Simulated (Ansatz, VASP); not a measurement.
Two plane-wave programs on Pt

Contents of INCAR:

```
SYSTEM = Pt
PREC = Accurate
ENCUT = 500
EDIFF = 1E-6
ISMEAR = 0
SIGMA = 0.1
LREAL = .FALSE.
LASPH = .TRUE.
NELM = 120
ALGO = Normal
ISIF = 2
LWAVE = .FALSE.
LCHARG = .FALSE.
GGA = PE
NBANDS = 17
GGA_COMPAT = .FALSE.
```

Contents of KPOINTS:

```
regular mesh
0
G
  6 6 6
  0 0 0
```

POSCAR

```
Pt
1.0
    1.7265116134      0.9968019447      3.2016087902
   -1.7265116134      0.9968019447      3.2016087902
    0.0000000000     -1.9936038895      3.2016087902
Pt
2
Direct
    0.2275400000      0.2275400000      0.2275400000
    0.7724600000      0.7724600000      0.7724600000
```

Input for Ansatz:

```yaml
crystal:
  lattice:
    - [1.7265116134, 0.9968019447, 3.2016087902]
    - [-1.7265116134, 0.9968019447, 3.2016087902]
    - [0.0, -1.9936038895, 3.2016087902]
  atoms:
    - { symbol: Pt, position: [0.22754, 0.22754, 0.22754] }
    - { symbol: Pt, position: [0.77246, 0.77246, 0.77246] }
basis:
  ecutwfc: 420
kpoints:
  mp_grid: { grid: [6, 6, 6] }
hamiltonian:
  xc: pbe
scf:
  occupations: { method: gaussian, width: 0.1 }
  lower_state_search: "off"
output:
  forces: true
  stress: true
  eigenvalues: true
```

Alike in both runs: task single point; functional PBE; k mesh 6 × 6 × 6; occupations gaussian, width 0.1 eV; no spin polarisation.

|  | VASP | Ansatz |
| --- | --- | --- |
| version | VASP 6.6.1 | Ansatz 0.2.0 |
| potentials or method | VASP PAW PBE potentials, release 64 (Pt), cutoff 500 eV | scalar-relativistic, plane waves, PAW |
| valence electrons in the cell | 20 | 36 |

Ansatz gave:

- gap on the k mesh at the Fermi level (eV): none
- rms of the force components (eV/Å): 3.880

Question: Which values does VASP return?

Answer: gap on the k mesh at the Fermi level (eV): none; rms of the force components (eV/Å): 3.793.

Atom by atom the forces differ by 0.088 eV/Å (rms over components). A gap of «none» marks a metal or a gap that the smearing closes. VASP's potentials hold 20 valence electrons a cell and Ansatz's 36, so a difference there can come from the potentials and not from the codes.

The k mesh is coarse, so the values compare programs but aren't converged. Neither program's run includes spin-orbit coupling.
